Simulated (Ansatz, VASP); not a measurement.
## Ca2H5 in VASP and in Ansatz

```
Ca H
1.0
     0.00000    3.70550    3.81161
     2.57328    0.00000    3.81161
     2.57328    3.70550    0.00000
Ca H
2 5
Direct
  0.75000 0.75000 0.75000
  0.00000 0.00000 0.00000
  0.50000 0.50000 0.50000
  0.72613 0.72613 0.27387
  0.27387 0.27387 0.72613
  0.36025 0.63975 0.36025
  0.63975 0.36025 0.63975
```

Alike in both runs: task single point; functional PBE; k mesh 6 × 6 × 6; occupations gaussian, width 0.1 eV; no spin polarisation.

```csv
,VASP,Ansatz
version,VASP 6.6.1,Ansatz 0.2.0
potentials or method,"VASP PAW PBE potentials, release 64 (Ca_sv, H), cutoff 520 eV","scalar-relativistic, plane waves, PAW"
valence electrons in the cell,25,25
```

VASP gave:

| Property | Result |
| --- | --- |
| gap on the k mesh at the Fermi level (eV) | none |
| pressure (GPa) | 8.7 |
| traceless stress, the component that is largest in VASP (GPa) | 13.76 |
| rms of the force components (eV/Å) | 0.264 |

**Question.** Which values does Ansatz return?

**Answer.** gap on the k mesh at the Fermi level (eV): none; pressure (GPa): 8.7; traceless stress, the component that is largest in VASP (GPa): 13.69; rms of the force components (eV/Å): 0.269.

Atom by atom the forces differ by 0.005 eV/Å (rms over components). A gap of «none» marks a metal or a gap that the smearing closes.
